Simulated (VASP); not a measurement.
# Ge in VASP: further runs

The runs below take Ge through single point, with PBEsol.

Everything below comes from runs of VASP 6.6.1. Logs are shortened: lines on timing, memory, paths and dates and some standing lists are left out, and cuts for length are marked.

### 1 The cell of the first run

The structure is cubic, space group Fd-3m (No. 227). The conventional cell has a = 5.799 Å, b = 5.799 Å, c = 5.799 Å, α = 90.00°, β = 90.00°, γ = 90.00°. Within 3.3 Å of Ge (site symmetry -43m) lie 4 Ge at 2.51 Å.

### 2 Single point, PBEsol (strain +0.025 along x and y, +0.025 along z)

INCAR

```
SYSTEM = Ge
PREC     = Accurate       ! precision mode
ENCUT    = 520            ! plane-wave cutoff, eV
EDIFF    = 1E-6           ! SCF threshold, eV
ISMEAR   = 0              ! smearing method
SIGMA    = 0.15           ! smearing width, eV
LREAL    = .False.        ! projectors in reciprocal space
LASPH    = .True.         ! aspherical terms in the spheres
NELM     = 100            ! most SCF steps
ALGO     = Normal         ! electronic algorithm
ISIF     = 2              ! what is computed and relaxed
LWAVE    = .False.        ! write WAVECAR
LCHARG   = .True.         ! write CHGCAR
GGA      = PS             ! functional
LELF     = .True.         ! ELF
LVHAR    = .True.       
NBANDS   = 21             ! bands
```

KPOINTS

```
regular mesh
0
Gamma
  14 14 14
  0 0 0
```

POSCAR

```
Ge
1.0
    0.0000000000      2.8994892500      2.8994892500
    2.8994892500      0.0000000000      2.8994892500
    2.8994892500      2.8994892500      0.0000000000
Ge
2
Direct
    0.5000000000      0.5000000000      0.5000000000
    0.7500000000      0.7500000000      0.7500000000
```

Potentials or basis: VASP PAW PBE potentials, release 64 (Ge_d).

Launch:

```sh
cat potpaw_PBE.64/Ge_d/POTCAR > POTCAR
mpirun -np 1 vasp_std > vasp.out
```

OUTCAR:

```text
SYSTEM = Ge
   PREC = Accurate
   ENCUT = 520
   EDIFF = 1E-6
   ISMEAR = 0
   LREAL = .False.
   LASPH = .True.
   NELM = 100
   ISIF = 2
   GGA = PS

 ion  position               nearest neighbor table
   1  0.500  0.500  0.500-   2 2.51   2 2.51   2 2.51   2 2.51
   2  0.750  0.750  0.750-   1 2.51   1 2.51   1 2.51   1 2.51

  LATTYP: Found a face centered cubic cell.
 ALAT       =     5.7989785000

  Lattice vectors:

 A1 = (   0.0000000000,   2.8994892500,   2.8994892500)
 A2 = (   2.8994892500,   0.0000000000,   2.8994892500)
 A3 = (   2.8994892500,   2.8994892500,   0.0000000000)

Analysis of symmetry for initial positions (statically):
=====================================================================
 Subroutine PRICEL returns:
 Original cell was already a primitive cell.

 Routine SETGRP: Setting up the symmetry group for a
 face centered cubic supercell.

 Subroutine GETGRP returns: Found 48 space group operations
 (whereof 24 operations were pure point group operations)
 out of a pool of 48 trial point group operations.

The static configuration has the point symmetry T_d .
 The point group associated with its full space group is O_h .

Analysis of symmetry for dynamics (positions and initial velocities):
=====================================================================
 Subroutine PRICEL returns:
 Original cell was already a primitive cell.

 Routine SETGRP: Setting up the symmetry group for a
 face centered cubic supercell.

 Subroutine GETGRP returns: Found 48 space group operations
 (whereof 24 operations were pure point group operations)
 out of a pool of 48 trial point group operations.

The dynamic configuration has the point symmetry T_d .
 The point group associated with its full space group is O_h .

 Subroutine INISYM returns: Found 48 space group operations
 (whereof 24 operations are pure point group operations),
 and found     1 'primitive' translations

----------------------------------------------------------------------------------------

                                     Primitive cell

  volume of cell :      48.7522

  direct lattice vectors                    reciprocal lattice vectors
     0.000000000  2.899489250  2.899489250    -0.172444164  0.172444164  0.172444164
     2.899489250  0.000000000  2.899489250     0.172444164 -0.172444164  0.172444164
     2.899489250  2.899489250  0.000000000     0.172444164  0.172444164 -0.172444164

  length of vectors
     4.100497021  4.100497021  4.100497021     0.298682054  0.298682054  0.298682054

  position of ions in fractional coordinates (direct lattice)
     0.500000000  0.500000000  0.500000000
     0.750000000  0.750000000  0.750000000

  ion indices of the primitive-cell ions
   primitive index   ion index
                 1           1
                 2           2

----------------------------------------------------------------------------------------

 KPOINTS: regular mesh

Automatic generation of k-mesh.
 Grid dimensions read from file:
 generate k-points for:   14   14   14

 Generating k-lattice:

  Cartesian coordinates                     Fractional coordinates (reciprocal lattice)
    -0.012317440  0.012317440  0.012317440     0.071428571  0.000000000  0.000000000
     0.012317440 -0.012317440  0.012317440     0.000000000  0.071428571  0.000000000
     0.012317440  0.012317440 -0.012317440     0.000000000  0.000000000  0.071428571

  Length of vectors
     0.021334432  0.021334432  0.021334432

  Shift w.r.t. Gamma in fractional coordinates (k-lattice)
     0.000000000  0.000000000  0.000000000

 Subroutine IBZKPT returns following result:
 ===========================================

 Found    104 irreducible k-points:

 Following reciprocal coordinates:
            Coordinates               Weight
  0.000000  0.000000  0.000000      1.000000
  0.071429  0.000000  0.000000      8.000000
  0.142857  0.000000  0.000000      8.000000
  0.214286  0.000000  0.000000      8.000000
  0.285714  0.000000  0.000000      8.000000
  0.357143  0.000000  0.000000      8.000000
[... 16 lines left out ...]
  0.214286  0.142857  0.000000     24.000000
  0.285714  0.142857  0.000000     24.000000
 [... further k-points ...]
   k-points           NKPTS =    104   k-points in BZ     NKDIM =    104   number of bands    NBANDS=     21
   number of dos      NEDOS =    301   number of ions     NIONS =      2
   total plane-waves  NPLWV =  27000
   dimension x,y,z NGX =    30 NGY =   30 NGZ =   30
   dimension x,y,z NGXF=    60 NGYF=   60 NGZF=   60
   ions per type =               2
   NGX,Y,Z   is equivalent  to a cutoff of  12.16, 12.16, 12.16 a.u.
   NGXF,Y,Z  is equivalent  to a cutoff of  24.33, 24.33, 24.33 a.u.
 SYSTEM =  Ge
   PREC   = accura    normal or accurate (medium, high low for compatibility)
   ISTART =      0    job   : 0-new  1-cont  2-samecut
   ICHARG =      2    charge: 1-file 2-atom 10-const
   ISPIN  =      1    spin polarized calculation?
   LNONCOLLINEAR =      F non collinear calculations
   LSORBIT =      F    spin-orbit coupling
   LASPH  =      T    aspherical Exc in radial PAW
   ENCUT  =  520.0 eV  38.22 Ry    6.18 a.u.   7.62  7.62  7.62*2*pi/ulx,y,z
   NELM   =    100;   NELMIN=  2; NELMDL= -5     # of ELM steps
   EDIFF  = 0.1E-05   stopping-criterion for ELM
   LREAL  =      F    real-space projection
   EDIFFG = 0.1E-04   stopping-criterion for IOM
   NSW    =      0    number of steps for IOM
   IBRION =     -1    ionic relax: 0-MD 1-quasi-New 2-CG
   NFREE  =      0    steps in history (QN), initial steepest desc. (CG)
   ISIF   =      2    stress and relaxation
   ISYM   =      2    0-nonsym 1-usesym 2-fastsym
   POTIM  = 0.5000    time-step for ionic-motion
   TEBEG  =    0.0;   TEEND  =   0.0 temperature during run
   PSTRESS=    0.0 pullay stress
   NELECT =      28.0000    total number of electrons
   NUPDOWN=      -1.0000    fix difference up-down
   EMIN   =  10.00;   EMAX   =-10.00  energy-range for DOS
   EFERMI =   0.00;   METHOD = LEGACY
   ISMEAR =     0;   SIGMA  =   0.15  broadening in eV -4-tet -1-fermi 0-gaus
   EFERMI_NEDOS =   21; number of points for ismear=-14 and -15
   IALGO  =     38    algorithm
   IMIX   =      4    mixing-type and parameters
     AMIX     =   0.40;   BMIX     =  1.00
     AMIX_MAG =   1.60;   BMIX_MAG =  1.00
  volume/ion in A,a.u.               =      24.38       164.50
  Fermi-wavevector in a.u.,A,eV,Ry     =   1.360805  2.571549 25.195149  1.851791
  Thomas-Fermi vector in A             =   2.487436
   LORBIT       =      0    0 simple, 1 ext, 2 COOP (PROOUT), +10 PAW based schemes
   GGA     = PS    functional components
   LHFCALC =     F    Hartree Fock is set to
   AEXX    =    0.0000 exact exchange contribution
   IVDW    =     0    specifies the selected vdW correction
   LEPSILON=     F    determine dielectric tensor
   LRPA    =     F    only Hartree local field effects (RPA)
 non-spin polarized calculation
 Gauss-broadening in eV      SIGMA  =   0.15
  energy-cutoff  :      520.00
  volume of cell :       48.75
 maximum number of plane-waves:      1363
   NGX = 15   NGY = 15   NGZ = 15

 number of electron      27.9999969 magnetization

 Free energy of the ion-electron system (eV)
  ---------------------------------------------------
  ext. energy  EPLUGINS =         0.00000000
  ---------------------------------------------------
  free energy    TOTEN  =        -9.83700372 eV

  energy without entropy =       -9.83569017  energy(sigma->0) =       -9.83634695

 E-fermi :   4.1275     XC(G=0):  -9.7838

 val. band max:        4.1190713015   @ k =   0.4286   0.0000   0.0000
 cond. band min:       4.1686705977   @ k =   0.0000   0.0000   0.0000
 fundamental gap:      0.0495992962
 Fermi energy:         4.1275208933

 k-point     1 :       0.0000    0.0000    0.0000
  band No.  band energies     occupation
      1     -20.5051      2.00000
      2     -20.5051      2.00000
      3     -20.5051      2.00000
      4     -20.4740      2.00000
      5     -20.4740      2.00000
      6     -20.2989      2.00000
[... 13 lines left out ...]
     20      13.4493      0.00000
     21      13.4493      0.00000

 k-point     2 :       0.0714    0.0000    0.0000
  band No.  band energies     occupation
      1     -20.5077      2.00000
      2     -20.5077      2.00000
      3     -20.5044      2.00000
      4     -20.4704      2.00000
      5     -20.4704      2.00000
      6     -20.3042      2.00000
[... 13 lines left out ...]
     20      13.0040      0.00000
     21      13.0040      0.00000

 k-point     3 :       0.1429    0.0000    0.0000
  band No.  band energies     occupation
      1     -20.5130      2.00000
      2     -20.5130      2.00000
      3     -20.5023      2.00000
      4     -20.4627      2.00000
      5     -20.4627      2.00000
      6     -20.3120      2.00000
[... 13 lines left out ...]
     20      12.4790      0.00000
     21      12.4790      0.00000

 k-point     4 :       0.2143    0.0000    0.0000
  band No.  band energies     occupation
      1     -20.5180      2.00000
      2     -20.5180      2.00000
      3     -20.4994      2.00000
      4     -20.4544      2.00000
      5     -20.4544      2.00000
      6     -20.3191      2.00000
[... 13 lines left out ...]
     20      12.2725      0.00000
     21      12.2725      0.00000

 k-point     5 :       0.2857    0.0000    0.0000
  band No.  band energies     occupation
      1     -20.5218      2.00000
      2     -20.5218      2.00000
      3     -20.4960      2.00000
      4     -20.4474      2.00000
      5     -20.4474      2.00000
      6     -20.3245      2.00000
[... 13 lines left out ...]
     20      12.5058      0.00000
     21      12.5058      0.00000
[... 382 lines left out ...]
     20      12.3174      0.00000
     21      12.8374      0.00000

 k-point    22 :       0.1429    0.1429    0.0000
  band No.  band energies     occupation
      1     -20.5113      2.00000
      2     -20.5113      2.00000
      3     -20.5112      2.00000
      4     -20.4645      2.00000
      5     -20.4503      2.00000
      6     -20.3337      2.00000
[... 13 lines left out ...]
     20      11.6889      0.00000
     21      13.7822      0.00000

 k-point    23 :       0.2143    0.1429    0.0000
  band No.  band energies     occupation
      1     -20.5186      2.00000
      2     -20.5149      2.00000
      3     -20.5066      2.00000
      4     -20.4583      2.00000
      5     -20.4404      2.00000
      6     -20.3444      2.00000
[... 13 lines left out ...]
     20      12.4309      0.00000
     21      13.7044      0.00000

 k-point    24 :       0.2857    0.1429    0.0000
  band No.  band energies     occupation
      1     -20.5255      2.00000
      2     -20.5190      2.00000
      3     -20.4998      2.00000
      4     -20.4507      2.00000
      5     -20.4316      2.00000
      6     -20.3527      2.00000
[... 13 lines left out ...]
     20      13.0650      0.00000
     21      13.7285      0.00000

 [... further k-points ...]
[... 5 lines left out ...]
  --------------------------------------------------------------------------------------
  -------------------------------------------------------------------------------------
  Total       -1.1454465     -1.1454465     -1.1454465      0.0000000      0.0000000      0.0000000
  in kB      -37.6435787    -37.6435787    -37.6435787      0.0000000      0.0000000      0.0000000
  external PRESSURE =     -37.6435787 kB  Pullay stress =       0.0000000 kB

 VOLUME and BASIS-vectors are now :
 -----------------------------------------------------------------------------
  energy-cutoff  :      520.00
  volume of cell :       48.75
      direct lattice vectors                 reciprocal lattice vectors
     0.000000000  2.899489250  2.899489250    -0.172444164  0.172444164  0.172444164
     2.899489250  0.000000000  2.899489250     0.172444164 -0.172444164  0.172444164
     2.899489250  2.899489250  0.000000000     0.172444164  0.172444164 -0.172444164

 POSITION                                       TOTAL-FORCE (eV/Angst)
 -----------------------------------------------------------------------------------
      2.89949      2.89949      2.89949        -0.000000     -0.000000     -0.000000
      4.34923      4.34923      4.34923         0.000000      0.000000      0.000000
 -----------------------------------------------------------------------------------
    total drift:                                0.000000     -0.000000      0.000000

  FREE ENERGIE OF THE ION-ELECTRON SYSTEM (eV)
  ---------------------------------------------------
  free  energy   TOTEN  =        -9.8370037237 eV

  energy  without entropy=       -9.8356901672  energy(sigma->0) =       -9.83634695
```

It took 1.7 min on 1 thread of Intel Xeon Platinum 8259CL at 2.50GHz (Skylake/Cascade Lake), shared host; peak memory 0.22 GiB.

What came out:

```
Free energy            : -9.8370 eV
Pressure               : -3.8 GPa
Band gap on the k mesh : zero (band 14 reaches 4.17 eV, above the bottom of band 15 at 4.08 eV)
```

Caveat: the cell differs from its parent crystal (strain +0.025 along x and y, +0.025 along z); the PAW data sets were made with another functional, which shifts forces and pressure a little.

[end of part 1 of 3]
